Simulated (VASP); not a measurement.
# PrHRh3 (R3m) in VASP: further runs

PrHRh3 is run at these levels: PBE; tasks: single point.

Program: VASP 6.6.1. These are calculated values, not measurements. Logs are shortened: lines on timing, memory, paths and dates and some standing lists are left out, and cuts for length are marked.

## (1) The cell of the first run

The typed cell holds 5 atoms: a = 4.004 Å, b = 4.004 Å, c = 4.004 Å, α = 90.00°, β = 90.00°, γ = 90.00°.

## (2) Single point, PBE (volume scaled by 0.88, then relaxed in part)

INCAR reads:

```
ALGO = Normal ; EDIFF = 1E-6
ENCUT = 520 ; GGA = PE
ISIF = 2 ; ISMEAR = 0
LASPH = True ; LCHARG = False
LREAL = False ; LWAVE = False
NBANDS = 38 ; NELM = 80
PREC = Accurate ; SIGMA = 0.1
```

KPOINTS reads:

```
k-points
0
Gamma
  6 6 6
```

POSCAR reads:

```
PrHRh3
1.0
    2.8315714796      1.6348085560      2.3119608166
   -2.8315714796      1.6348085560      2.3119608166
    0.0000000000     -3.2696171119      2.3119608166
Pr H Rh
1 1 3
Direct
    1.0106525397      1.0106525397      1.0106525397
    0.5110347511      0.5110347511      0.5110347511
    0.5106420972      0.0106943348      0.5106420972
    0.5106420972      0.5106420972      0.0106943348
    0.0106943348      0.5106420972      0.5106420972
```

Potentials or basis: VASP PAW PBE potentials, release 64 (Pr, H, Rh_pv).

Run with:

```console
> cat potpaw_PBE.64/Pr/POTCAR potpaw_PBE.64/H/POTCAR potpaw_PBE.64/Rh_pv/POTCAR > POTCAR
> mpirun -np 1 vasp_std > vasp.out
```

OUTCAR:

```text
EDIFF = 1E-6
   ENCUT = 520
   GGA = PE
   ISIF = 2
   ISMEAR = 0
   LASPH = True
   LREAL = False
   NELM = 80
   PREC = Accurate

 ion  position               nearest neighbor table
   1  0.011  0.011  0.011-   3 2.83   5 2.83   4 2.83   3 2.83   5 2.83   5 2.83   3 2.83   4 2.83
                             4 2.83   5 2.83   3 2.83   4 2.83
   2  0.511  0.511  0.511-   4 2.00   3 2.00   5 2.00   4 2.00   3 2.00   5 2.00
   3  0.511  0.011  0.511-   2 2.00   2 2.00   4 2.83   5 2.83   1 2.83   4 2.83   4 2.83   5 2.83
                             5 2.83   1 2.83   1 2.83   1 2.83   4 2.83   5 2.83
   4  0.511  0.511  0.011-   2 2.00   2 2.00   3 2.83   5 2.83   1 2.83   3 2.83   5 2.83   3 2.83
                             5 2.83   1 2.83   1 2.83   1 2.83   3 2.83   5 2.83
   5  0.011  0.511  0.511-   2 2.00   2 2.00   4 2.83   3 2.83   1 2.83   4 2.83   4 2.83   3 2.83
                             3 2.83   1 2.83   1 2.83   1 2.83   4 2.83   3 2.83

  LATTYP: Found a simple cubic cell.
 ALAT       =     4.0044423927

  Lattice vectors:

 A1 = (   2.8315714796,   1.6348085560,   2.3119608166)
 A2 = (  -2.8315714796,   1.6348085560,   2.3119608166)
 A3 = (   0.0000000000,  -3.2696171119,   2.3119608166)

Analysis of symmetry for initial positions (statically):
=====================================================================
 Subroutine PRICEL returns:
 Original cell was already a primitive cell.

 Routine SETGRP: Setting up the symmetry group for a
 simple cubic supercell.

 Subroutine GETGRP returns: Found  6 space group operations
 (whereof  6 operations were pure point group operations)
 out of a pool of 48 trial point group operations.

The static configuration has the point symmetry C_3v.

Analysis of symmetry for dynamics (positions and initial velocities):
=====================================================================
 Subroutine PRICEL returns:
 Original cell was already a primitive cell.

 Routine SETGRP: Setting up the symmetry group for a
 simple cubic supercell.

 Subroutine GETGRP returns: Found  6 space group operations
 (whereof  6 operations were pure point group operations)
 out of a pool of 48 trial point group operations.

The dynamic configuration has the point symmetry C_3v.

 Subroutine INISYM returns: Found  6 space group operations
 (whereof  6 operations are pure point group operations),
 and found     1 'primitive' translations

----------------------------------------------------------------------------------------

[... 97 lines left out ...]
   NELM   =     80;   NELMIN=  2; NELMDL= -5     # of ELM steps
   EDIFF  = 0.1E-05   stopping-criterion for ELM
   LREAL  =      F    real-space projection
   EDIFFG = 0.1E-04   stopping-criterion for IOM
   NSW    =      0    number of steps for IOM
   IBRION =     -1    ionic relax: 0-MD 1-quasi-New 2-CG
   NFREE  =      0    steps in history (QN), initial steepest desc. (CG)
   ISIF   =      2    stress and relaxation
   ISYM   =      2    0-nonsym 1-usesym 2-fastsym
   POTIM  = 0.5000    time-step for ionic-motion
   TEBEG  =    0.0;   TEEND  =   0.0 temperature during run
   PSTRESS=    0.0 pullay stress
   NELECT =      59.0000    total number of electrons
   NUPDOWN=      -1.0000    fix difference up-down
   EMIN   =  10.00;   EMAX   =-10.00  energy-range for DOS
   EFERMI =   0.00;   METHOD = LEGACY
   ISMEAR =     0;   SIGMA  =   0.10  broadening in eV -4-tet -1-fermi 0-gaus
   EFERMI_NEDOS =   21; number of points for ismear=-14 and -15
   IALGO  =     38    algorithm
   IMIX   =      4    mixing-type and parameters
     AMIX     =   0.40;   BMIX     =  1.00
     AMIX_MAG =   1.60;   BMIX_MAG =  1.00
  volume/ion in A,a.u.               =      12.84        86.67
  Fermi-wavevector in a.u.,A,eV,Ry     =   1.591537  3.007569 34.463429  2.532991
  Thomas-Fermi vector in A             =   2.690062
   LORBIT       =      0    0 simple, 1 ext, 2 COOP (PROOUT), +10 PAW based schemes
   GGA     = PE    functional components
   LHFCALC =     F    Hartree Fock is set to
   AEXX    =    0.0000 exact exchange contribution
   IVDW    =     0    specifies the selected vdW correction
   LEPSILON=     F    determine dielectric tensor
   LRPA    =     F    only Hartree local field effects (RPA)
 non-spin polarized calculation
 Gauss-broadening in eV      SIGMA  =   0.10
  energy-cutoff  :      520.00
  volume of cell :       64.21
 maximum number of plane-waves:      1755
 NGX is ok and might be reduce to    30
   NGX = 15   NGY = 15   NGZ = 15

 number of electron      59.0000018 magnetization

 Free energy of the ion-electron system (eV)
  ---------------------------------------------------
  ext. energy  EPLUGINS =         0.00000000
  ---------------------------------------------------
  free energy    TOTEN  =       -32.68324023 eV

  energy without entropy =      -32.63013830  energy(sigma->0) =      -32.65668926

 E-fermi :  11.1976     XC(G=0): -13.4514

 val. band max:       11.1852424158   @ k =   0.5000   0.5000   0.5000
 cond. band min:      11.2041976604   @ k =   0.5000   0.1667   0.0000
 fundamental gap:      0.0189552446
 Fermi energy:        11.1975946992

 k-point     1 :       0.0000    0.0000    0.0000
  band No.  band energies     occupation
      1     -35.3099      2.00000
      2     -35.3099      2.00000
      3     -35.3099      2.00000
      4     -35.0914      2.00000
      5     -35.0914      2.00000
      6     -35.0914      2.00000
[... 973 lines left out ...]
     37      11.7611      0.00000
     38      14.1501      0.00000

 [... further k-points ...]
[... 5 lines left out ...]
  --------------------------------------------------------------------------------------
  -------------------------------------------------------------------------------------
  Total        5.0293575      5.0293575      5.0294987      0.0000000      0.0000000      0.0000000
  in kB      125.4864810    125.4864810    125.4900030      0.0000000      0.0000000      0.0000000
  external PRESSURE =     125.4876550 kB  Pullay stress =       0.0000000 kB

 VOLUME and BASIS-vectors are now :
 -----------------------------------------------------------------------------
  energy-cutoff  :      520.00
  volume of cell :       64.21
      direct lattice vectors                 reciprocal lattice vectors
     2.831571480  1.634808556  2.311960817     0.176580391  0.101948736  0.144177761
    -2.831571480  1.634808556  2.311960817    -0.176580391  0.101948736  0.144177761
     0.000000000 -3.269617112  2.311960817     0.000000000 -0.203897473  0.144177761

 POSITION                                       TOTAL-FORCE (eV/Angst)
 -----------------------------------------------------------------------------------
      0.00000      0.00000      0.07388         0.000000      0.000000      0.001140
      0.00000      0.00000      3.54448         0.000000     -0.000000     -0.001000
      1.41564     -0.81732      2.38589         0.000370     -0.000213     -0.000047
      0.00000      1.63464      2.38589         0.000000      0.000427     -0.000047
     -1.41564     -0.81732      2.38589        -0.000370     -0.000213     -0.000047
 -----------------------------------------------------------------------------------
    total drift:                               -0.000000      0.000013     -0.000430

  FREE ENERGIE OF THE ION-ELECTRON SYSTEM (eV)
  ---------------------------------------------------
  free  energy   TOTEN  =       -32.6832402283 eV

  energy  without entropy=      -32.6301383014  energy(sigma->0) =      -32.65668926
```

It took 76 s on 1 thread of Intel Xeon 6975P-C (Granite Rapids), shared host; peak memory 0.22 GiB.

Results:

- Free energy: -32.6832 eV
- Pressure: 12.5 GPa

Caveat: spin-orbit coupling is left out, which moves the levels of the heavy elements; without U or exact exchange the open f shell lies at the Fermi level, which spoils levels, moments and volumes. Spin polarisation is off, so any magnetic state and its effect on volume and gap are missing.

## (3) Single point, PBE (volume scaled by 0.91, then relaxed in part)

INCAR reads:

```
  ALGO = Normal
  EDIFF = 1E-6
  ENCUT = 520
  GGA = PE
  ISIF = 2
  ISMEAR = 0
  LASPH = T
  LCHARG = T
  LELF = T
  LREAL = F
  LVHAR = T
  LWAVE = F
  NBANDS = 38
  NELM = 60
  PREC = Accurate
  SIGMA = 0.1
```

KPOINTS is that of step 2.

Changes to POSCAR since step 2:

```diff
@@ -2,5 +2,5 @@
 1.0
-    2.8315714796      1.6348085560      2.3119608166
-   -2.8315714796      1.6348085560      2.3119608166
-    0.0000000000     -3.2696171119      2.3119608166
+    2.8633895526      1.6531787290      2.3379400789
+   -2.8633895526      1.6531787290      2.3379400789
+    0.0000000000     -3.3063574580      2.3379400789
 Pr H Rh
```

Potentials or basis: VASP PAW PBE potentials, release 64 (Pr, H, Rh_pv).

Run with:

```console
> cat potpaw_PBE.64/Pr/POTCAR potpaw_PBE.64/H/POTCAR potpaw_PBE.64/Rh_pv/POTCAR > POTCAR
> mpirun -np 1 vasp_std > vasp.out
```

Run time: 65 s. Hardware: 1 thread of Intel Xeon 6975P-C (Granite Rapids), shared host; peak memory 0.23 GiB.

The run converged. Its results:

| Item | Value |
| --- | --- |
| Free energy | -32.8022 eV |
| Pressure | 5.0 GPa |

Levels at points of the mesh, in eV from the Fermi level:
| k point | band 26 | band 27 | band 28 | band 29 | band 30 | band 31 | band 32 | band 33 |
| --- | --- | --- | --- | --- | --- | --- | --- | --- |
| (0.00, 0.00, 0.00) | -0.05 | -0.05 | -0.05 | 0.01 | 0.01 | 0.01 | 0.04 | 0.16 |
| (0.50, 0.00, 0.00) | -1.58 | -1.58 | -1.16 | -0.64 | 0.23 | 0.26 | 0.26 | 0.43 |
| (0.50, 0.50, 0.00) | -1.78 | -1.78 | -1.76 | -1.10 | -0.75 | 0.15 | 0.15 | 0.26 |
| (0.50, 0.50, 0.50) | -1.75 | 0.00 | 0.00 | 0.00 | 0.04 | 0.05 | 0.05 | 0.05 |

Caveat: spin-orbit coupling is left out, which moves the levels of the heavy elements; without U or exact exchange the open f shell lies at the Fermi level, which spoils levels, moments and volumes.

## (4) Single point, PBE (volume scaled by 0.94, then relaxed in part)

INCAR reads:

```
SYSTEM = PrHRh3
PREC = Accurate
ENCUT = 520
EDIFF = 1E-7
ISMEAR = 0
SIGMA = 0.1
LREAL = .FALSE.
LASPH = .TRUE.
NELM = 60
ALGO = Normal
ISIF = 2
LWAVE = .FALSE.
LCHARG = .FALSE.
GGA = PE
NBANDS = 38
```

KPOINTS reads:

```
Automatic mesh
0
G
  6 6 6
  0 0 0
```

POSCAR reads:

```
PrHRh3
1.0
    2.8944322374      1.6711012314      2.3634909096
   -2.8944322374      1.6711012314      2.3634909096
    0.0000000000     -3.3422024628      2.3634909096
Pr H Rh
1 1 3
Direct
    1.0107777174      1.0107777174      1.0107777174
    0.5110120009      0.5110120009      0.5110120009
    0.5106327075      0.0106106866      0.5106327075
    0.5106327075      0.5106327075      0.0106106866
    0.0106106866      0.5106327075      0.5106327075
```

Potentials or basis: VASP PAW PBE potentials, release 64 (Pr, H, Rh_pv).

Run with:

```console
> cat potpaw_PBE.64/Pr/POTCAR potpaw_PBE.64/H/POTCAR potpaw_PBE.64/Rh_pv/POTCAR > POTCAR
> mpirun -np 1 vasp_std > vasp.out
```

OUTCAR:

```text
SYSTEM = PrHRh3
   PREC = Accurate
   ENCUT = 520
   EDIFF = 1E-7
   ISMEAR = 0
   LREAL = .FALSE.
   LASPH = .TRUE.
   NELM = 60
   ISIF = 2
   GGA = PE

 ion  position               nearest neighbor table
   1  0.011  0.011  0.011-   4 2.89   3 2.89   5 2.89   5 2.89   3 2.89   3 2.89   5 2.89   4 2.89
                             4 2.89   4 2.90   3 2.90   5 2.90
   2  0.511  0.511  0.511-   4 2.05   3 2.05   5 2.05   4 2.05   3 2.05   5 2.05
   3  0.511  0.011  0.511-   2 2.05   2 2.05   1 2.89   4 2.89   5 2.89   1 2.89   1 2.89   4 2.89
[... 1194 lines left out ...]
  -------------------------------------------------------------------------------------
  Total       -0.3860339     -0.3860339     -0.3901287      0.0000000     -0.0000000      0.0000000
  in kB       -9.0170541     -9.0170541     -9.1127008      0.0000000     -0.0000000      0.0000000
  external PRESSURE =      -9.0489363 kB  Pullay stress =       0.0000000 kB

 VOLUME and BASIS-vectors are now :
 -----------------------------------------------------------------------------
  energy-cutoff  :      520.00
  volume of cell :       68.59
      direct lattice vectors                 reciprocal lattice vectors
     2.894432237  1.671101231  2.363490910     0.172745450  0.099734632  0.141034320
    -2.894432237  1.671101231  2.363490910    -0.172745450  0.099734632  0.141034320
     0.000000000 -3.342202463  2.363490910     0.000000000 -0.199469264  0.141034320

 POSITION                                       TOTAL-FORCE (eV/Angst)
 -----------------------------------------------------------------------------------
      0.00000      0.00000      0.07642         0.000000      0.000000     -0.005593
      0.00000      0.00000      3.62332         0.000000     -0.000000      0.000062
      1.44728     -0.83559      2.43883        -0.000617      0.000356      0.001844
      0.00000      1.67117      2.43883         0.000000     -0.000712      0.001844
     -1.44728     -0.83559      2.43883         0.000617      0.000356      0.001844
 -----------------------------------------------------------------------------------
    total drift:                                0.000000      0.000014      0.001358

  FREE ENERGIE OF THE ION-ELECTRON SYSTEM (eV)
  ---------------------------------------------------
  free  energy   TOTEN  =       -32.8310662520 eV

  energy  without entropy=      -32.7720044697  energy(sigma->0) =      -32.80153536
```

OSZICAR:

```text
N       E                     dE             d eps       ncg     rms          rms(c)
DAV:   1     0.619528198300E+03    0.61953E+03   -0.32776E+04  3678   0.324E+03
DAV:   2     0.129045154854E+02   -0.60662E+03   -0.57468E+03  3684   0.634E+02
DAV:   3    -0.366185770147E+02   -0.49523E+02   -0.45432E+02  4004   0.169E+02
[... 17 lines left out ...]
DAV:  21    -0.328311100168E+02    0.20004E-03   -0.99873E-05  3068   0.141E-01    0.157E-01
DAV:  22    -0.328310666476E+02    0.43369E-04   -0.87322E-05  3346   0.119E-01    0.313E-02
DAV:  23    -0.328310672250E+02   -0.57740E-06   -0.56840E-06  3316   0.368E-02    0.227E-02
DAV:  24    -0.328310661714E+02    0.10536E-05   -0.13955E-06  2616   0.184E-02    0.822E-03
DAV:  25    -0.328310662804E+02   -0.10899E-06   -0.99111E-08  1584   0.401E-03    0.806E-03
DAV:  26    -0.328310662520E+02    0.28414E-07   -0.23776E-07  1904   0.961E-03
   1 F= -.32831066E+02 E0= -.32801535E+02  d E =-.590618E-01
```

Wall time 67 s (1 thread of Intel Xeon 6975P-C (Granite Rapids), shared host); peak memory 0.22 GiB.

What came out:

* Free energy: -32.8311 eV
* Pressure: -0.9 GPa
* Largest force: 0.006 eV/Å

Forces on the atoms (eV/Å):
```
Pr   0.000  0.000 -0.006
H    0.000  0.000  0.000
Rh  -0.001  0.000  0.002
Rh   0.000 -0.001  0.002
Rh   0.001  0.000  0.002
```

Caveat: spin-orbit coupling is left out, which moves the levels of the heavy elements; without U or exact exchange the open f shell lies at the Fermi level, which spoils levels, moments and volumes. Spin polarisation is off, so any magnetic state and its effect on volume and gap are missing.

## (5) Summary

| cell | gap on the mesh (eV) | pressure (GPa) |
| --- | --- | --- |
| a = 4.004 Å, 5 atoms | none | 12.5 |
| a = 4.049 Å, 5 atoms | none | 5.0 |
| a = 4.093 Å, 5 atoms | none | -0.9 |

Alike in all rows: task single point; level PBE; potentials or basis VASP PAW PBE potentials, release 64 (Pr, H, Rh_pv); no spin polarisation; k mesh 6 × 6 × 6; cutoff (eV) 520; smearing gaussian 0.1 eV.

Caveats: spin-orbit coupling is left out, which moves the levels of the heavy elements; without U or exact exchange the open f shell lies at the Fermi level, which spoils levels, moments and volumes.

Total energies depend on the potentials used, so only differences within one code and one set of settings carry meaning.
